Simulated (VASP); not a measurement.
Here is a VASP 6.6.1 calculation.

Contents of INCAR:

```
SYSTEM = Ti
PREC = Accurate ; ENCUT = 520
EDIFF = 1E-7 ; ISMEAR = 0
SIGMA = 0.15 ; LREAL = .FALSE.
LASPH = .TRUE. ; NELM = 100
ALGO = Normal ; ISIF = 2
LWAVE = .FALSE. ; LCHARG = .FALSE.
GGA = PS ; NBANDS = 12
```

Contents of KPOINTS:

```
Automatic mesh
0
G
  20 20 20
  0 0 0
```

The input POSCAR:

```
Ti
1.0
    0.0000000000      2.1112000000      2.1112000000
    2.1112000000      0.0000000000      2.1112000000
    2.1112000000      2.1112000000      0.0000000000
Ti
1
Direct
    0.0000000000      0.0000000000      0.0000000000
```

Potentials or basis: VASP PAW PBE potentials, release 64 (Ti_sv).

The run is started by

```sh
$ cat potpaw_PBE.64/Ti_sv/POTCAR > POTCAR
$ mpirun -np 1 vasp_std > vasp.out
```

Q: Predict the pressure.

A: -11.3 GPa.

Q: Estimate the band gap on the k mesh.

A: Zero (band 6 reaches 8.09 eV, above the bottom of band 7 at 6.92 eV).

Caveat: the cell differs from its parent crystal (strain +0.040 along x and y, +0.040 along z); the PAW data sets were made with another functional, which shifts forces and pressure a little.
